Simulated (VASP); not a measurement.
Write the native input for VASP 6.6.1 that does the following.

```yaml
Task: single point
Functional: PBE
Potentials_or_basis: VASP PAW PBE potentials, release 64 (Cd_sv_GW, S)
Cutoff: 630 eV
k_mesh: 8 × 8 × 8
Occupations: fermi-dirac, width 0.02 eV
Spin: no spin polarisation
Dipole_correction: no
Further_INCAR_settings: ALGO = Normal; EDIFF = 1e-06; NBANDS = 20
```

The structure of CdS lies in POSCAR:

```
CdS
1.0
    0.0000000000      2.9392148400      2.9392148400
    2.9083530842      0.0000000000      2.9392148400
    2.9083530842      2.9392148400      0.0000000000
Cd S
1 1
Direct
    0.0000000000      0.0000000000      0.0000000000
    0.2500000000      0.2500000000      0.2500000000
```

This cell differs from its parent crystal: uniaxial x strain -1.1%.

These files were run (other wordings do the same):

INCAR

```
SYSTEM = CdS
PREC     = Accurate       ! precision mode
ENCUT    = 630            ! plane-wave cutoff, eV
EDIFF    = 1E-6           ! SCF threshold, eV
ISMEAR   = -1             ! smearing method
SIGMA    = 0.02           ! smearing width, eV
LREAL    = .False.        ! projectors in reciprocal space
LASPH    = .True.         ! aspherical terms in the spheres
NELM     = 120            ! most SCF steps
ALGO     = Normal         ! electronic algorithm
ISIF     = 2              ! what is computed and relaxed
LWAVE    = .False.        ! write WAVECAR
LCHARG   = .False.        ! write CHGCAR
GGA      = PE             ! functional
NBANDS   = 20             ! bands
GGA_COMPAT= .False.
```

KPOINTS

```
Automatic mesh
0
Gamma
  8 8 8
  0 0 0
```

Potentials or basis: VASP PAW PBE potentials, release 64 (Cd_sv_GW, S).

Launch:

```bash
$ cat potpaw_PBE.64/Cd_sv_GW/POTCAR potpaw_PBE.64/S/POTCAR > POTCAR
$ mpirun -np 1 vasp_std > vasp.out
```

Results of the run:

```json
{"Pressure": "1.9 GPa", "Band gap on the k mesh": "1.10 eV"}
```

Caveat: the cell differs from its parent crystal (uniaxial x strain -1.1%); the structure was generated, so it needn't be the stable form of CdS.

Wall time 2.2 min on 1 thread of AMD EPYC 7R43 64-Core Processor (Zen 3), with other jobs on the host, peak memory 0.22 GiB.
